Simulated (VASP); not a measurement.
# TlCl (Pm-3m) in VASP: single point with PBEsol

Aim: the single point of TlCl with PBEsol.

Everything below comes from runs of VASP 6.6.1. Logs are shortened: lines on timing, memory, paths and dates and some standing lists are left out, and cuts for length are marked.

## Step 1: The cell of the first run

The structure is cubic, space group Pm-3m (No. 221). The conventional cell has a = 3.769 Å, b = 3.769 Å, c = 3.769 Å, α = 90.00°, β = 90.00°, γ = 90.00°. Tl (site symmetry m-3m) has 8 Cl at 3.26 Å and 6 Tl at 3.77 Å within 4.3 Å. Within 4.3 Å of Cl (site symmetry m-3m) lie 8 Tl at 3.26 Å and 6 Cl at 3.77 Å.

## Step 2: Single point, PBEsol, non-collinear spin, zero start, spin-orbit coupling

INCAR

```
SYSTEM = TlCl
PREC = Accurate
ENCUT = 500
EDIFF = 1E-6
ISMEAR = 0
SIGMA = 0.01
LREAL = .FALSE.
LASPH = .TRUE.
NELM = 200
ALGO = Normal
ISIF = 2
LWAVE = .FALSE.
LCHARG = .TRUE.
MAGMOM = 0 0 0 0 0 0
LORBIT = 11
LSORBIT = .TRUE.
GGA_COMPAT = .FALSE.
LORBMOM = .TRUE.
GGA = PS
LVHAR = .TRUE.
NBANDS = 32
```

KPOINTS

```
Automatic mesh
0
G
  6 6 6
  0 0 0
```

POSCAR

```
TlCl
1.0
    3.7692376960      0.0000000000      0.0000000000
    0.0000000000      3.7692376960      0.0000000000
    0.0000000000      0.0000000000      3.7692376960
Tl Cl
1 1
Direct
    0.0000000000      0.0000000000      0.0000000000
    0.5000000000      0.5000000000      0.5000000000
```

Potentials or basis: VASP PAW PBE potentials, release 64 (Tl_d, Cl).

On the command line:

```console
$ cat potpaw_PBE.64/Tl_d/POTCAR potpaw_PBE.64/Cl/POTCAR > POTCAR
$ mpirun -np 1 vasp_ncl > vasp.out
```

OUTCAR:

```text
SYSTEM = TlCl
   PREC = Accurate
   ENCUT = 500
   EDIFF = 1E-6
   ISMEAR = 0
   LREAL = .FALSE.
   LASPH = .TRUE.
   NELM = 200
   ISIF = 2
   LORBIT = 11
   LSORBIT = .TRUE.
   GGA = PS

 ion  position               nearest neighbor table
   1  0.000  0.000  0.000-   2 3.26   2 3.26   2 3.26   2 3.26   2 3.26   2 3.26   2 3.26   2 3.26

   2  0.500  0.500  0.500-   1 3.26   1 3.26   1 3.26   1 3.26   1 3.26   1 3.26   1 3.26   1 3.26

  LATTYP: Found a simple cubic cell.
 ALAT       =     3.7692376960

  Lattice vectors:

 A1 = (   3.7692376960,   0.0000000000,   0.0000000000)
 A2 = (   0.0000000000,   3.7692376960,   0.0000000000)
 A3 = (   0.0000000000,   0.0000000000,   3.7692376960)

Analysis of symmetry for initial positions (statically):
=====================================================================
 Subroutine PRICEL returns:
 Original cell was already a primitive cell.

 Routine SETGRP: Setting up the symmetry group for a
 simple cubic supercell.

 Subroutine GETGRP returns: Found 48 space group operations
 (whereof 48 operations were pure point group operations)
 out of a pool of 48 trial point group operations.

The static configuration has the point symmetry O_h .

Analysis of symmetry for dynamics (positions and initial velocities):
=====================================================================
 Subroutine PRICEL returns:
 Original cell was already a primitive cell.

 Routine SETGRP: Setting up the symmetry group for a
 simple cubic supercell.

 Subroutine GETGRP returns: Found 48 space group operations
 (whereof 48 operations were pure point group operations)
 out of a pool of 48 trial point group operations.

The dynamic configuration has the point symmetry O_h .

Analysis of structural, dynamic, and magnetic symmetry:
=====================================================================
 Subroutine PRICEL returns:
 Original cell was already a primitive cell.

 Routine SETGRP: Setting up the symmetry group for a
 simple cubic supercell.

 Subroutine GETGRP returns: Found 48 space group operations
 (whereof 48 operations were pure point group operations)
 out of a pool of 48 trial point group operations.

The overall configuration has the point symmetry O_h .

 Subroutine INISYM returns: Found 48 space group operations
 (whereof 48 operations are pure point group operations),
[... 873 lines left out ...]
      0.00000      0.00000      0.00000         0.000000      0.000000      0.000000
      1.88462      1.88462      1.88462         0.000000      0.000000      0.000000
 -----------------------------------------------------------------------------------
    total drift:                               -0.000000      0.000000      0.000000

  FREE ENERGIE OF THE ION-ELECTRON SYSTEM (eV)
  ---------------------------------------------------
  free  energy   TOTEN  =        -6.6529085041 eV

  energy  without entropy=       -6.6529085041  energy(sigma->0) =       -6.65290850

 orbital moment (x)

 # of ion     p       d       tot
 ----------------------------------------
  1        -0.000   0.000   0.000
  2         0.000   0.000   0.000
 ----------------------------------------
            0.000   0.000   0.000

 orbital moment (y)

 # of ion     p       d       tot
 ----------------------------------------
  1         0.000  -0.000  -0.000
  2         0.000   0.000   0.000
 ----------------------------------------
            0.000  -0.000   0.000

 orbital moment (z)

 # of ion     p       d       tot
 ----------------------------------------
  1         0.000  -0.000  -0.000
  2         0.000   0.000   0.000
 ----------------------------------------
            0.000  -0.000  -0.000

 Spin-Orbit-Coupling matrix elements

 Ion:    1  E_soc:     -0.3690068
 l=   1
     0.0000000    -0.0128825    -0.0128825
    -0.0128825     0.0000000    -0.0128825
    -0.0128825    -0.0128825     0.0000000
 l=   2
     0.0000000    -0.0096242     0.0000000    -0.0096242    -0.0389944
    -0.0096242     0.0000000    -0.0292458    -0.0096242    -0.0097486
     0.0000000    -0.0292458     0.0000000    -0.0292458     0.0000000
    -0.0096242    -0.0096242    -0.0292458     0.0000000    -0.0097486
    -0.0389944    -0.0097486     0.0000000    -0.0097486     0.0000000
 l=   3
     0.0000000     0.0000000     0.0000000     0.0000000     0.0000000     0.0000000     0.0000000
     0.0000000     0.0000000     0.0000000     0.0000000     0.0000000     0.0000000     0.0000000
     0.0000000     0.0000000     0.0000000     0.0000000     0.0000000     0.0000000     0.0000000
     0.0000000     0.0000000     0.0000000     0.0000000     0.0000000     0.0000000     0.0000000
     0.0000000     0.0000000     0.0000000     0.0000000     0.0000000     0.0000000     0.0000000
     0.0000000     0.0000000     0.0000000     0.0000000     0.0000000     0.0000000     0.0000000
     0.0000000     0.0000000     0.0000000     0.0000000     0.0000000     0.0000000     0.0000000

 Ion:    2  E_soc:     -0.0041819
 l=   1
     0.0000000    -0.0006970    -0.0006970
    -0.0006970     0.0000000    -0.0006970
    -0.0006970    -0.0006970     0.0000000
 l=   2
     0.0000000     0.0000000     0.0000000     0.0000000     0.0000000
     0.0000000     0.0000000     0.0000000     0.0000000     0.0000000
     0.0000000     0.0000000     0.0000000     0.0000000     0.0000000
     0.0000000     0.0000000     0.0000000     0.0000000     0.0000000
     0.0000000     0.0000000     0.0000000     0.0000000     0.0000000
 l=   3
     0.0000000     0.0000000     0.0000000     0.0000000     0.0000000     0.0000000     0.0000000
     0.0000000     0.0000000     0.0000000     0.0000000     0.0000000     0.0000000     0.0000000
     0.0000000     0.0000000     0.0000000     0.0000000     0.0000000     0.0000000     0.0000000
     0.0000000     0.0000000     0.0000000     0.0000000     0.0000000     0.0000000     0.0000000
     0.0000000     0.0000000     0.0000000     0.0000000     0.0000000     0.0000000     0.0000000
     0.0000000     0.0000000     0.0000000     0.0000000     0.0000000     0.0000000     0.0000000
     0.0000000     0.0000000     0.0000000     0.0000000     0.0000000     0.0000000     0.0000000

 total charge

# of ion       s       p       d       tot
------------------------------------------
    1        1.300   0.140   9.667  11.108
    2        1.595   3.462   0.000   5.057
--------------------------------------------------
tot          2.895   3.602   9.667  16.165

 magnetization (x)

# of ion       s       p       d       tot
------------------------------------------
    1       -0.000   0.000  -0.000  -0.000
    2        0.000  -0.000   0.000  -0.000
--------------------------------------------------
tot         -0.000  -0.000  -0.000  -0.000

 magnetization (y)

# of ion       s       p       d       tot
------------------------------------------
    1       -0.000   0.000   0.000  -0.000
    2        0.000   0.000   0.000   0.000
--------------------------------------------------
tot         -0.000   0.000   0.000  -0.000

 magnetization (z)

# of ion       s       p       d       tot
------------------------------------------
    1       -0.000   0.000   0.000  -0.000
    2       -0.000  -0.000   0.000  -0.000
--------------------------------------------------
tot         -0.000  -0.000   0.000  -0.000
```

OSZICAR:

```text
N       E                     dE             d eps       ncg     rms          rms(c)
DAV:   1     0.115058229604E+03    0.11506E+03   -0.95985E+03  1296   0.109E+03
DAV:   2    -0.935235338360E+00   -0.11599E+03   -0.11125E+03  1536   0.262E+02
DAV:   3    -0.689149153861E+01   -0.59563E+01   -0.59289E+01  1536   0.516E+01
DAV:   4    -0.694596688240E+01   -0.54475E-01   -0.54467E-01  1448   0.571E+00
DAV:   5    -0.694678932062E+01   -0.82244E-03   -0.82242E-03  1528   0.719E-01    0.385E+00
DAV:   6    -0.667175556606E+01    0.27503E+00   -0.37382E-01  1432   0.427E+00    0.245E+00
DAV:   7    -0.665516630948E+01    0.16589E-01   -0.10303E-01  1432   0.176E+00    0.138E+00
DAV:   8    -0.665308707656E+01    0.20792E-02   -0.12455E-02  1448   0.780E-01    0.621E-01
DAV:   9    -0.665293259136E+01    0.15449E-03   -0.58795E-04  1504   0.201E-01    0.140E-01
DAV:  10    -0.665285839867E+01    0.74193E-04   -0.48530E-04  1400   0.131E-01    0.580E-02
DAV:  11    -0.665291251864E+01   -0.54120E-04   -0.81399E-05  1448   0.637E-02    0.148E-02
DAV:  12    -0.665290827785E+01    0.42408E-05   -0.16248E-05  1416   0.282E-02    0.897E-03
DAV:  13    -0.665290850407E+01   -0.22623E-06   -0.27304E-06  1328   0.823E-03
   1 F= -.66529085E+01 E0= -.66529085E+01  d E =-.774441E-57  mag=     0.0000    -0.0000    -0.0000
```

Wall time 56 s (1 thread of Intel Xeon Platinum 8488C (Sapphire Rapids), shared host); peak memory 0.26 GiB.

What came out:

* Free energy: -6.6529 eV
* Pressure: -0.2 GPa
* Net moment: 0.00 μB per cell
* Valence electrons inside the program's atomic spheres: Tl 11.11; Cl 5.06

Moments on the atoms (μB; x, y, z):
```
Tl  0.00 0.00 0.00
Cl  0.00 0.00 0.00
```

Caveat: the PAW data sets were made with another functional, which shifts forces and pressure a little.
